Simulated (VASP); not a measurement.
# MgO in VASP: a series of runs

The runs below take MgO through single point, with PBE.

Everything below comes from runs of VASP 6.6.1. Logs are shortened: lines on timing, memory, paths and dates and some standing lists are left out, and cuts for length are marked.

## (1) The cell of the first run

The typed cell holds 12 atoms: a = 3.521 Å, b = 3.521 Å, c = 13.180 Å, α = 75.17°, β = 79.74°, γ = 60.00°.

## (2) Single point, PBE (the part above a cut slid along it)

File INCAR:

```
PREC = Accurate
ENCUT = 520
EDIFF = 1E-6
ISMEAR = 0
SIGMA = 0.05
LREAL = False
LASPH = True
NELM = 100
ALGO = Normal
ISIF = 2
LWAVE = False
LCHARG = False
GGA = PE
NBANDS = 36
```

File KPOINTS:

```
regular mesh
0
Gamma
  7 7 2
```

File POSCAR:

```
MgO
1.0
   -3.5213164963      0.0000000000      0.0000000000
   -1.7606582481     -3.0495495406      0.0000000000
   -2.3475443309     -2.5412912838     12.7181472718
Mg O
6 6
Direct
    0.6458291667      0.5972083333      0.0833500000
    0.5624958333      0.3194305556      0.4166833333
    0.4791625000      0.0416527778      0.7500166667
    0.1041625000     -0.4305694444      0.9166833333
    0.2708291667      0.1249861111      0.2500166667
    0.1874958333     -0.1527916667      0.5833500000
    0.4374958333     -0.0972361111      0.9166833333
    0.6041625000      0.4583194444      0.2500166667
    0.5208291667      0.1805416667      0.5833500000
    0.3124958333      0.2638750000      0.0833500000
    0.2291625000     -0.0139027778      0.4166833333
    0.1458291667     -0.2916805556      0.7500166667
```

Potentials or basis: VASP PAW PBE potentials, release 64 (Mg, O).

Run with:

```bash
$ cat potpaw_PBE.64/Mg/POTCAR potpaw_PBE.64/O/POTCAR > POTCAR
$ mpirun -np 1 vasp_std > vasp.out
```

OUTCAR:

```text
PREC = Accurate
   ENCUT = 520
   EDIFF = 1E-6
   ISMEAR = 0
   LREAL = False
   LASPH = True
   NELM = 100
   ISIF = 2
   GGA = PE

 ion  position               nearest neighbor table
   1  0.646  0.597  0.083-  10 2.03  10 2.03  10 2.03   8 2.12   7 2.26   4 2.48   5 2.94   5 2.94
                             5 2.94   4 3.20   4 3.36
   2  0.562  0.319  0.417-  11 2.03  11 2.03  11 2.03   8 2.12   9 2.12   5 2.94   5 2.94   5 2.94
                             6 2.94   6 2.94   6 2.94
   3  0.479  0.042  0.750-  12 2.03  12 2.03  12 2.03   7 2.12   9 2.12   4 2.94   4 2.94   4 2.94
                             6 2.94   6 2.94   6 2.94
   4  0.104  0.569  0.917-   7 2.03   7 2.03   7 2.03  12 2.12  10 2.26   1 2.48   3 2.94   3 2.94
                             3 2.94   1 3.20   1 3.36
   5  0.271  0.125  0.250-   8 2.03   8 2.03   8 2.03  11 2.12  10 2.12   2 2.94   2 2.94   2 2.94
                             1 2.94   1 2.94   1 2.94
   6  0.187  0.847  0.583-   9 2.03   9 2.03   9 2.03  12 2.12  11 2.12   3 2.94   2 2.94   3 2.94
                             2 2.94   2 2.94   3 2.94
   7  0.437  0.903  0.917-   4 2.03   4 2.03   4 2.03   3 2.12   1 2.26
   8  0.604  0.458  0.250-   5 2.03   5 2.03   5 2.03   2 2.12   1 2.12
   9  0.521  0.181  0.583-   6 2.03   6 2.03   6 2.03   3 2.12   2 2.12
  10  0.312  0.264  0.083-   1 2.03   1 2.03   1 2.03   5 2.12   4 2.26
  11  0.229  0.986  0.417-   2 2.03   2 2.03   2 2.03   5 2.12   6 2.12
  12  0.146  0.708  0.750-   3 2.03   3 2.03   3 2.03   4 2.12   6 2.12

  LATTYP: Found a triclinic cell.
 ALAT       =     6.0990990812
 B/A-ratio  =     0.5773502692
 C/A-ratio  =     2.3694876852
 COS(alpha) =     0.0101525158
 COS(beta)  =     0.2461854252
 COS(gamma) =     0.8660254038

  Lattice vectors:

 A1 = (   0.0000000001,  -6.0990990812,   0.0000000000)
 A2 = (  -1.7606582481,  -3.0495495406,   0.0000000000)
 A3 = (   5.8688608273,  -3.5578077974, -12.7181472718)

Analysis of symmetry for initial positions (statically):
=====================================================================
 Subroutine PRICEL returns:
 Original cell was already a primitive cell.

 Routine SETGRP: Setting up the symmetry group for a
 triclinic supercell.

 Subroutine GETGRP returns: Found  2 space group operations
 (whereof  1 operations were pure point group operations)
 out of a pool of  2 trial point group operations.

The static configuration has the point symmetry C_1 .
 The point group associated with its full space group is S_2 .

Analysis of symmetry for dynamics (positions and initial velocities):
=====================================================================
 Subroutine PRICEL returns:
 Original cell was already a primitive cell.

[... 144 lines left out ...]
   EFERMI_NEDOS =   21; number of points for ismear=-14 and -15
   IALGO  =     38    algorithm
   IMIX   =      4    mixing-type and parameters
     AMIX     =   0.40;   BMIX     =  1.00
     AMIX_MAG =   1.60;   BMIX_MAG =  1.00
  volume/ion in A,a.u.               =      11.38        76.80
  Fermi-wavevector in a.u.,A,eV,Ry     =   1.155315  2.183229 18.160411  1.334753
  Thomas-Fermi vector in A             =   2.291944
   LORBIT       =      0    0 simple, 1 ext, 2 COOP (PROOUT), +10 PAW based schemes
   GGA     = PE    functional components
   LHFCALC =     F    Hartree Fock is set to
   AEXX    =    0.0000 exact exchange contribution
   IVDW    =     0    specifies the selected vdW correction
   LEPSILON=     F    determine dielectric tensor
   LRPA    =     F    only Hartree local field effects (RPA)
 non-spin polarized calculation
 Gauss-broadening in eV      SIGMA  =   0.05
  energy-cutoff  :      520.00
  volume of cell :      136.57
 maximum number of plane-waves:      3731
 NGX is ok and might be reduce to    28
   NGX = 13   NGY = 13   NGZ = 49

 number of electron      47.9999997 magnetization

 Free energy of the ion-electron system (eV)
  ---------------------------------------------------
  ext. energy  EPLUGINS =         0.00000000
  ---------------------------------------------------
  free energy    TOTEN  =       -70.07240655 eV

  energy without entropy =      -70.07240655  energy(sigma->0) =      -70.07240655

 E-fermi :   2.2074     XC(G=0):  -9.9369

 val. band max:        1.9415697817   @ k =   0.0000   0.0000   0.0000
 cond. band min:       4.9250559457   @ k =   0.0000   0.0000   0.0000
 fundamental gap:      2.9834861640
 Fermi energy:         2.2073894415

 k-point     1 :       0.0000    0.0000    0.0000
  band No.  band energies     occupation
      1     -14.9603      2.00000
      2     -14.6402      2.00000
      3     -14.6306      2.00000
      4     -13.9871      2.00000
      5     -13.9554      2.00000
      6     -13.6269      2.00000
[... 925 lines left out ...]
     35      13.0100      0.00000
     36      13.2250      0.00000

 [... further k-points ...]

------------------------ aborting loop because EDIFF is reached ----------------------------------------

  FORCE on cell =-STRESS in cart. coord.  units (eV):
  Direction    XX          YY          ZZ          XY          YZ          ZX
  --------------------------------------------------------------------------------------
  -------------------------------------------------------------------------------------
  Total       -1.8518349     -1.2212823      1.9854799      1.3541996     -3.1223169      3.7112228
  in kB      -21.7244227    -14.3272242     23.2922511     15.8865160    -36.6288224     43.5374519
  external PRESSURE =      -4.2531319 kB  Pullay stress =       0.0000000 kB

 VOLUME and BASIS-vectors are now :
 -----------------------------------------------------------------------------
  energy-cutoff  :      520.00
  volume of cell :      136.57
      direct lattice vectors                 reciprocal lattice vectors
    -3.521316496  0.000000000  0.000000000    -0.283984697  0.163958642 -0.019656951
    -1.760658248 -3.049549541  0.000000000     0.000000000 -0.327917283 -0.065523171
    -2.347544331 -2.541291284 12.718147272     0.000000000  0.000000000  0.078627805

 POSITION                                       TOTAL-FORCE (eV/Angst)
 -----------------------------------------------------------------------------------
     -3.52132     -2.03303      1.06006         1.261564     -0.698017      1.054309
     -3.52132     -2.03303      5.29944        -0.000406     -0.000269      0.000842
     -3.52132     -2.03303      9.53882        -0.020160      0.025303     -0.015264
     -3.52132     -4.06607     11.65851        -1.261564      0.698017     -1.054309
     -1.76066     -1.01652      3.17975         0.020160     -0.025303      0.015264
     -3.52132     -4.06607      7.41913         0.000406      0.000269     -0.000842
     -5.28197     -5.08258     11.65851        -0.458580      0.679376     -0.109533
     -3.52132     -2.03303      3.17975        -0.007499     -0.007979     -0.004640
     -3.52132     -2.03303      7.41913         0.001197     -0.000832     -0.000865
     -1.76066     -1.01652      1.06006         0.458580     -0.679376      0.109533
     -3.52132     -4.06607      5.29944        -0.001197      0.000832      0.000865
     -3.52132     -4.06607      9.53882         0.007499      0.007979      0.004640
 -----------------------------------------------------------------------------------
    total drift:                                0.000024     -0.000012      0.000008

  FREE ENERGIE OF THE ION-ELECTRON SYSTEM (eV)
  ---------------------------------------------------
  free  energy   TOTEN  =       -70.0724065530 eV

  energy  without entropy=      -70.0724065530  energy(sigma->0) =      -70.07240655
```

stdout:

```text
POSCAR found type information on POSCAR MgO
 POSCAR found :  2 types and      12 ions
 scaLAPACK will be used
 LDA part: xc-table for (Slater+PW92), standard interpolation
 POSCAR, INCAR and KPOINTS ok, starting setup
 FFT: planning ... GRIDC
 FFT: planning ... GRID_SOFT
 FFT: planning ... GRID
 WAVECAR not read
 entering main loop
```

Wall time 6.9 min (1 thread of Intel Xeon 8259CL, shared host); peak memory 0.37 GiB.

What came out:

- Free energy: -70.0724 eV
- Pressure: -0.4 GPa
- Largest force: 1.786 eV/Å
- Band gap on the k mesh: 2.98 eV

Forces on the atoms (eV/Å):
```
Mg   1.262 -0.698  1.054
Mg   0.000  0.000  0.001
Mg  -0.020  0.025 -0.015
Mg  -1.262  0.698 -1.054
Mg   0.020 -0.025  0.015
Mg   0.000  0.000 -0.001
O   -0.459  0.679 -0.110
O   -0.007 -0.008 -0.005
O    0.001 -0.001 -0.001
O    0.459 -0.679  0.110
O   -0.001  0.001  0.001
O    0.007  0.008  0.005
```

Stress tensor (GPa, compression positive):
```
-2.17  1.59  4.35
 1.59 -1.43 -3.66
 4.35 -3.66  2.33
```

Caveat: the cell differs from its parent crystal (the part above a cut slid along it); forces of over 1 eV/Å act on the atoms, so gaps and moduli don't describe the material at rest.

(Continued in part 2 of 2.)
